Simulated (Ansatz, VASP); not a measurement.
This is a calculation of Os for VASP 6.6.1.

The input INCAR:

```
SYSTEM = Os
PREC = Accurate
ENCUT = 600
EDIFF = 1E-7
ISMEAR = -1
SIGMA = 0.05
LREAL = .False.
LASPH = .True.
NELM = 60
ALGO = Normal
ISIF = 3
LWAVE = .False.
LCHARG = .False.
GGA = CA
IBRION = 2
NSW = 80
EDIFFG = -0.02
```

File KPOINTS:

```
regular mesh
0
Gamma
  11 11 6
  0 0 0
```

File POSCAR:

```
Os
1.0
    2.7341000000      0.0000000000      0.0000000000
   -1.3670500000      2.3678000565      0.0000000000
    0.0000000000      0.0000000000      4.3197000000
Os
2
Direct
    0.6666666667      0.3333333333      0.7500000000
    0.3333333333      0.6666666667      0.2500000000
```

Potentials or basis: VASP PAW LDA potentials, release 64 (Os).

The run is started by

```sh
$ cat potpaw_LDA.64/Os/POTCAR > POTCAR
$ mpirun -np 1 vasp_std > vasp.out
```

Q: Translate it to Ansatz 0.2.0. Potentials there: all-electron LAPW, scalar-relativistic.

A: As run (the cutoff follows the program's own potentials):

input.yaml

```yaml
crystal:
  lattice:
    - [2.7341, 0.0, 0.0]
    - [-1.36705, 2.3678000565, 0.0]
    - [0.0, 0.0, 4.3197]
  atoms:
    - { symbol: Os, position: [0.6666666667, 0.3333333333, 0.75] }
    - { symbol: Os, position: [0.3333333333, 0.6666666667, 0.25] }
kpoints:
  mp_grid: { grid: [11, 11, 6] }
scf:
  occupations: { method: fermi_dirac, width: 0.05 }
hamiltonian:
  xc: lda
  pseudopotentials: { kind: all_electron, lapw: { basis_error: 0.001 } }
output:
  forces: true
  stress: true
relax:
  f_tol: 0.02
  max_steps: 60
  cell: {}
```

Potentials or basis: all-electron LAPW, scalar-relativistic.

Run with:

```sh
$ ansatz run input.yaml --threads 1 --pin off --max-ram 3072MiB --backend cpu --events-out ev --progress --plain --runs-dir out
```

Both were run:

|  | VASP | Ansatz | Ansatz less VASP |
| --- | --- | --- | --- |
| relaxed volume (Å³/atom) | 13.74 | 13.70 | -0.040 |
| relaxed cell length with the largest relative difference (Å) | 2.719 | 2.715 | -0.0033 |

LDA's correlation is that of Perdew and Zunger in VASP and of Perdew and Wang (1992) in Ansatz. Ansatz ran all-electron here, and VASP with PAW potentials.

Neither program's run includes spin-orbit coupling.
